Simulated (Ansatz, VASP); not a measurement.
**One calculation of ZnGe3, two programs**

File INCAR:

```
SYSTEM = ZnGe3
PREC = Accurate
ENCUT = 520
EDIFF = 1E-6
ISMEAR = -1
SIGMA = 0.02
LREAL = .False.
LASPH = .True.
NELM = 100
ALGO = Normal
ISIF = 2
LWAVE = .False.
LCHARG = .False.
GGA = PE
NBANDS = 64
```

KPOINTS

```
regular mesh
0
Gamma
  6 6 6
  0 0 0
```

Contents of POSCAR:

```
ZnGe3
1.0
    5.8289217711      0.0000000000      0.0000000000
   -2.9144608855      5.0479943304      0.0000000000
    0.0000000000      0.0000000000      5.1227650000
Ge Zn
6 2
Direct
    0.1684205050      0.3368410100      0.2500000000
    0.1684205050      0.8315794950      0.2500000000
    0.6631589900      0.8315794950      0.2500000000
    0.8315794950      0.6631589900      0.7500000000
    0.8315794950      0.1684205050      0.7500000000
    0.3368410100      0.1684205050      0.7500000000
    0.3333333333      0.6666666667      0.7500000000
    0.6666666667      0.3333333333      0.2500000000
```

Input for Ansatz:

```yaml
crystal:
  lattice:
    - [5.8289217711, 0.0, 0.0]
    - [-2.9144608855, 5.0479943304, 0.0]
    - [0.0, 0.0, 5.122765]
  atoms:
    - { symbol: Ge, position: [0.168420505, 0.33684101, 0.25] }
    - { symbol: Ge, position: [0.168420505, 0.831579495, 0.25] }
    - { symbol: Ge, position: [0.66315899, 0.831579495, 0.25] }
    - { symbol: Ge, position: [0.831579495, 0.66315899, 0.75] }
    - { symbol: Ge, position: [0.831579495, 0.168420505, 0.75] }
    - { symbol: Ge, position: [0.33684101, 0.168420505, 0.75] }
    - { symbol: Zn, position: [0.3333333333, 0.6666666667, 0.75] }
    - { symbol: Zn, position: [0.6666666667, 0.3333333333, 0.25] }
hamiltonian:
  xc: pbe
  pseudopotentials: { kind: paw }
kpoints:
  mp_grid: { grid: [6, 6, 6] }
scf:
  occupations: { method: fermi_dirac, width: 0.02 }
  convergence: { dr2_threshold: 1.0e-09 }
basis:
  ecutwfc: 600
output:
  eigenvalues: true
  forces: true
  stress: true
```

Alike in both runs: task single point; functional PBE; k mesh 6 × 6 × 6; occupations fermi-dirac, width 0.02 eV; no spin polarisation.

```csv
,VASP,Ansatz
version,VASP 6.6.1,Ansatz 0.2.0
potentials or method,"VASP PAW PBE potentials, release 64 (Ge_d, Zn), cutoff 520 eV","scalar-relativistic, plane waves, PAW"
valence electrons in the cell,108,108
```

Ansatz gave:

| Item | Value |
| --- | --- |
| gap on the k mesh at the Fermi level (eV) | none |
| pressure (GPa) | -0.8 |
| traceless stress, the component that is largest in VASP (GPa) | -0.29 |
| rms of the force components (eV/Å) | 0.084 |

What did VASP give for the same quantities?

gap on the k mesh at the Fermi level (eV): none; pressure (GPa): -0.7; traceless stress, the component that is largest in VASP (GPa): -0.30; rms of the force components (eV/Å): 0.084.

Atom by atom the forces differ by 0.001 eV/Å (rms over components). A gap of «none» marks a metal or a gap that the smearing closes. Ansatz's warnings: stress scf threshold loose.
